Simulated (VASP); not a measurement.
Wanted: the native input for a VASP 6.6.1 run.

```yaml
Task: single point
Functional: PBE
Potentials_or_basis: VASP PAW PBE potentials, release 64 (Co)
Cutoff: 520 eV
k_mesh: 22 × 22 × 22
Occupations: fermi-dirac, width 0.05 eV
Spin: collinear spin, ferromagnetic start
Starting_moments: "[1.898] μB"
Dipole_correction: no
Further_INCAR_settings: ALGO = Normal; EDIFF = 1e-07; NBANDS = 14
```

The structure of Co lies in POSCAR:

```
Co
1.0
    2.2759685861      0.0000000000      0.0000000000
    0.0000000000      2.2759685861      0.0000000000
    0.0000000000      0.0000000000      2.2759685861
Co
1
Direct
    0.0000000000      0.0000000000      0.0000000000
```

This isn't the form of Co at room conditions, which is hcp.

The input as run:

INCAR

```
SYSTEM = Co
PREC     = Accurate       ! precision mode
ENCUT    = 520            ! plane-wave cutoff, eV
EDIFF    = 1E-7           ! SCF threshold, eV
ISMEAR   = -1             ! smearing method
SIGMA    = 0.05           ! smearing width, eV
LREAL    = .FALSE.        ! projectors in reciprocal space
LASPH    = .TRUE.         ! aspherical terms in the spheres
NELM     = 150            ! most SCF steps
ALGO     = Normal         ! electronic algorithm
ISIF     = 2              ! what is computed and relaxed
LWAVE    = .FALSE.        ! write WAVECAR
LCHARG   = .TRUE.         ! write CHGCAR
ISPIN    = 2              ! spin polarisation
MAGMOM   = 1.898          ! initial moments
LORBIT   = 11             ! projections on sites
LMAXMIX  = 4              ! l up to which the mixer works
GGA      = PE             ! functional
LELF     = .TRUE.         ! ELF
LVHAR    = .TRUE.       
NBANDS   = 14             ! bands
```

KPOINTS

```
regular mesh
0
G
  22 22 22
  0 0 0
```

Potentials or basis: VASP PAW PBE potentials, release 64 (Co).

Command:

```bash
$ cat potpaw_PBE.64/Co/POTCAR > POTCAR
$ mpirun -np 1 vasp_std > vasp.out
```

It gave:

```yaml
Pressure: 11.9 GPa
Net_moment: 1.70 μB per cell
Site_moments: Co +1.70 μB
Valence_electrons_inside_the_program's_atomic_spheres: Co 8.31
```

Caveat: the cell stands under pressure.

Run time: 42 s on 1 thread of Intel(R) Xeon(R) 6975P-C (Granite Rapids), on a shared host, peak memory 0.19 GiB.
